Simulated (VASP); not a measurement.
# Ba (P6/mmm) in VASP: a series of runs, part 2 of 2

VASP 6.6.1. The steps go on from the part before.

## (3) Single point, PBEsol

This run uses another cell than the first one, of 60.48 Å³/atom, 1.021 times its volume.

INCAR

```
SYSTEM = Ba
ALGO = Normal ; EDIFF = 1E-6
ENCUT = 520 ; GGA = PS
ISIF = 2 ; ISMEAR = -1
LASPH = .TRUE. ; LCHARG = .FALSE.
LREAL = .FALSE. ; LWAVE = .FALSE.
NBANDS = 11 ; NELM = 80
PREC = Accurate ; SIGMA = 0.1
```

KPOINTS

```
k-points
0
G
  8 8 7
  0 0 0
```

POSCAR

```
Ba
1.0
    4.2533415067      0.0000000000      0.0000000000
   -2.1266707534      3.6835017904      0.0000000000
    0.0000000000      0.0000000000      3.8605228529
Ba
1
Direct
    0.0000000000      0.0000000000      0.0000000000
```

Potentials or basis: VASP PAW PBE potentials, release 64 (Ba_sv).

Run with:

```console
> cat potpaw_PBE.64/Ba_sv/POTCAR > POTCAR
> mpirun -np 1 vasp_std > vasp.out
```

OUTCAR:

```text
SYSTEM = Ba
   EDIFF = 1E-6
   ENCUT = 520
   GGA = PS
   ISIF = 2
   ISMEAR = -1
   LASPH = .TRUE.
   LREAL = .FALSE.
   NELM = 80
   PREC = Accurate

 ion  position               nearest neighbor table
   1  0.000  0.000  0.000-

  LATTYP: Found a hexagonal cell.
 ALAT       =     4.2533415067
 C/A-ratio  =     0.9076446946

  Lattice vectors:

 A1 = (   4.2533415067,   0.0000000000,   0.0000000000)
 A2 = (  -2.1266707534,   3.6835017904,   0.0000000000)
 A3 = (   0.0000000000,   0.0000000000,   3.8605228529)

Analysis of symmetry for initial positions (statically):
=====================================================================
 Subroutine PRICEL returns:
 Original cell was already a primitive cell.

 Routine SETGRP: Setting up the symmetry group for a
 hexagonal supercell.

 Subroutine GETGRP returns: Found 24 space group operations
 (whereof 24 operations were pure point group operations)
 out of a pool of 24 trial point group operations.

The static configuration has the point symmetry D_6h.

Analysis of symmetry for dynamics (positions and initial velocities):
=====================================================================
 Subroutine PRICEL returns:
 Original cell was already a primitive cell.

 Routine SETGRP: Setting up the symmetry group for a
 hexagonal supercell.

 Subroutine GETGRP returns: Found 24 space group operations
 (whereof 24 operations were pure point group operations)
 out of a pool of 24 trial point group operations.

The dynamic configuration has the point symmetry D_6h.

 Subroutine INISYM returns: Found 24 space group operations
 (whereof 24 operations are pure point group operations),
 and found     1 'primitive' translations

----------------------------------------------------------------------------------------

                                     Primitive cell

  volume of cell :      60.4835

  direct lattice vectors                    reciprocal lattice vectors
     4.253341507  0.000000000  0.000000000     0.235109266  0.135740398  0.000000000
    -2.126670753  3.683501790  0.000000000     0.000000000  0.271480797  0.000000000
     0.000000000  0.000000000  3.860522853     0.000000000  0.000000000  0.259032271

  length of vectors
     4.253341507  4.253341502  3.860522853     0.271480796  0.271480797  0.259032271

  position of ions in fractional coordinates (direct lattice)
     0.000000000  0.000000000  0.000000000

  ion indices of the primitive-cell ions
   primitive index   ion index
                 1           1

----------------------------------------------------------------------------------------

 KPOINTS: k-points

Automatic generation of k-mesh.
 Grid dimensions read from file:
 generate k-points for:    8    8    7

 Generating k-lattice:

  Cartesian coordinates                     Fractional coordinates (reciprocal lattice)
     0.029388658  0.016967550  0.000000000     0.125000000 -0.000000000  0.000000000
     0.000000000  0.033935100  0.000000000     0.000000000  0.125000000  0.000000000
     0.000000000  0.000000000  0.037004610     0.000000000  0.000000000  0.142857143

  Length of vectors
     0.033935100  0.033935100  0.037004610

  Shift w.r.t. Gamma in fractional coordinates (k-lattice)
     0.000000000  0.000000000  0.000000000

 Subroutine IBZKPT returns following result:
 ===========================================

 Found     40 irreducible k-points:

 Following reciprocal coordinates:
            Coordinates               Weight
  0.000000  0.000000  0.000000      1.000000
  0.125000 -0.000000  0.000000      6.000000
  0.250000 -0.000000  0.000000      6.000000
  0.375000  0.000000  0.000000      6.000000
  0.500000 -0.000000  0.000000      3.000000
  0.125000  0.125000  0.000000      6.000000
[... 16 lines left out ...]
  0.250000 -0.000000  0.285714     12.000000
  0.375000  0.000000  0.285714     12.000000
 [... further k-points ...]
   k-points           NKPTS =     40   k-points in BZ     NKDIM =     40   number of bands    NBANDS=     11
   number of dos      NEDOS =    301   number of ions     NIONS =      1
   total plane-waves  NPLWV =  30720
   dimension x,y,z NGX =    32 NGY =   32 NGZ =   30
   dimension x,y,z NGXF=    64 NGYF=   64 NGZF=   60
   ions per type =               1
   NGX,Y,Z   is equivalent  to a cutoff of  12.51, 12.51, 12.92 a.u.
   NGXF,Y,Z  is equivalent  to a cutoff of  25.02, 25.02, 25.84 a.u.
 SYSTEM =  Ba
   PREC   = accura    normal or accurate (medium, high low for compatibility)
   ISTART =      0    job   : 0-new  1-cont  2-samecut
   ICHARG =      2    charge: 1-file 2-atom 10-const
   ISPIN  =      1    spin polarized calculation?
   LNONCOLLINEAR =      F non collinear calculations
   LSORBIT =      F    spin-orbit coupling
   LASPH  =      T    aspherical Exc in radial PAW
   ENCUT  =  520.0 eV  38.22 Ry    6.18 a.u.   7.91  7.91  7.18*2*pi/ulx,y,z
   NELM   =     80;   NELMIN=  2; NELMDL= -5     # of ELM steps
   EDIFF  = 0.1E-05   stopping-criterion for ELM
   LREAL  =      F    real-space projection
   EDIFFG = 0.1E-04   stopping-criterion for IOM
   NSW    =      0    number of steps for IOM
   IBRION =     -1    ionic relax: 0-MD 1-quasi-New 2-CG
   NFREE  =      0    steps in history (QN), initial steepest desc. (CG)
   ISIF   =      2    stress and relaxation
   ISYM   =      2    0-nonsym 1-usesym 2-fastsym
   POTIM  = 0.5000    time-step for ionic-motion
   TEBEG  =    0.0;   TEEND  =   0.0 temperature during run
   PSTRESS=    0.0 pullay stress
   NELECT =      10.0000    total number of electrons
   NUPDOWN=      -1.0000    fix difference up-down
   EMIN   =  10.00;   EMAX   =-10.00  energy-range for DOS
   EFERMI =   0.00;   METHOD = LEGACY
   ISMEAR =    -1;   SIGMA  =   0.10  broadening in eV -4-tet -1-fermi 0-gaus
   EFERMI_NEDOS =   21; number of points for ismear=-14 and -15
   IALGO  =     38    algorithm
   IMIX   =      4    mixing-type and parameters
     AMIX     =   0.40;   BMIX     =  1.00
     AMIX_MAG =   1.60;   BMIX_MAG =  1.00
  volume/ion in A,a.u.               =      60.48       408.16
  Fermi-wavevector in a.u.,A,eV,Ry     =   0.898523  1.697962 10.984570  0.807343
  Thomas-Fermi vector in A             =   2.021243
   LORBIT       =      0    0 simple, 1 ext, 2 COOP (PROOUT), +10 PAW based schemes
   GGA     = PS    functional components
   LHFCALC =     F    Hartree Fock is set to
   AEXX    =    0.0000 exact exchange contribution
   IVDW    =     0    specifies the selected vdW correction
   LEPSILON=     F    determine dielectric tensor
   LRPA    =     F    only Hartree local field effects (RPA)
 non-spin polarized calculation
  energy-cutoff  :      520.00
  volume of cell :       60.48
 maximum number of plane-waves:      1644
 NGX is ok and might be reduce to    32
   NGX = 15   NGY = 15   NGZ = 15

 number of electron      10.0000000 magnetization

 number of electron       9.9999999 magnetization

 Free energy of the ion-electron system (eV)
  ---------------------------------------------------
  ext. energy  EPLUGINS =         0.00000000
  ---------------------------------------------------
  free energy    TOTEN  =        -1.98914930 eV

  energy without entropy =       -1.94584025  energy(sigma->0) =       -1.96749478

 E-fermi :   1.6756     XC(G=0):  -7.6309

 val. band max:        1.5934381973   @ k =   0.3750   0.2500   0.0000
 cond. band min:       1.7077678876   @ k =   0.3750   0.2500   0.2857
 fundamental gap:      0.1143296904
 Fermi energy:         1.6755624389

 k-point     1 :       0.0000    0.0000    0.0000
  band No.  band energies     occupation
      1     -27.3344      2.00000
      2     -12.2186      2.00000
      3     -12.2186      2.00000
      4     -12.1012      2.00000
      5      -1.0554      2.00000
      6       1.7354      0.70956
      7       3.4009      0.00000
      8       3.4009      0.00000
      9       6.7612      0.00000
     10       6.7612      0.00000
     11       7.8247      0.00000
[... 309 lines left out ...]
 k-point    24 :       0.3750    0.0000    0.2857
  band No.  band energies     occupation
      1     -27.2458      2.00000
      2     -12.6301      2.00000
      3     -12.5693      2.00000
      4     -12.2746      2.00000
      5       1.1289      1.99159
      6       1.8111      0.40991
      7       4.0695      0.00000
      8       4.3219      0.00000
      9       4.4052      0.00000
     10       6.0746      0.00000
     11       8.0149      0.00000

 [... further k-points ...]

------------------------ aborting loop because EDIFF is reached ----------------------------------------

  FORCE on cell =-STRESS in cart. coord.  units (eV):
  Direction    XX          YY          ZZ          XY          YZ          ZX
  --------------------------------------------------------------------------------------
  -------------------------------------------------------------------------------------
  Total       -0.2324652     -0.2324652      0.0485832      0.0000000      0.0000000     -0.0000000
  in kB       -6.1578811     -6.1578811      1.2869425      0.0000000      0.0000000     -0.0000000
  external PRESSURE =      -3.6762732 kB  Pullay stress =       0.0000000 kB

 VOLUME and BASIS-vectors are now :
 -----------------------------------------------------------------------------
  energy-cutoff  :      520.00
  volume of cell :       60.48
      direct lattice vectors                 reciprocal lattice vectors
     4.253341507  0.000000000  0.000000000     0.235109266  0.135740398  0.000000000
    -2.126670753  3.683501790  0.000000000     0.000000000  0.271480797  0.000000000
     0.000000000  0.000000000  3.860522853     0.000000000  0.000000000  0.259032271

 POSITION                                       TOTAL-FORCE (eV/Angst)
 -----------------------------------------------------------------------------------
      0.00000      0.00000      0.00000         0.000000      0.000000      0.000000
 -----------------------------------------------------------------------------------
    total drift:                                0.000000      0.000000     -0.000000

  FREE ENERGIE OF THE ION-ELECTRON SYSTEM (eV)
  ---------------------------------------------------
  free  energy   TOTEN  =        -1.9891493045 eV

  energy  without entropy=       -1.9458402518  energy(sigma->0) =       -1.96749478
```

Run time: 16 s. Hardware: 1 thread of AMD EPYC 7R43 (Zen 3), shared host; peak memory 0.15 GiB.

Results:

- Free energy: -1.9891 eV
- Pressure: -0.4 GPa
- Band gap on the k mesh: zero (band 5 reaches 1.79 eV, above the bottom of band 6 at 1.40 eV)

Levels at points of the mesh, in eV from the Fermi level:
```
           k point  band 1  band 2  band 3  band 4  band 5  band 6  band 7  band 8  band 9  band 10
(0.00, 0.00, 0.00)  -29.01  -13.89  -13.89  -13.78   -2.73    0.06    1.73    1.73    5.09     5.09
(0.50, 0.00, 0.00)  -28.96  -14.45  -14.02  -13.72   -0.98    0.39    1.10    3.05    4.64     4.98
```

Caveat: the PAW data sets were made with another functional, which shifts forces and pressure a little; spin-orbit coupling is left out, which moves the levels of the heavy elements.
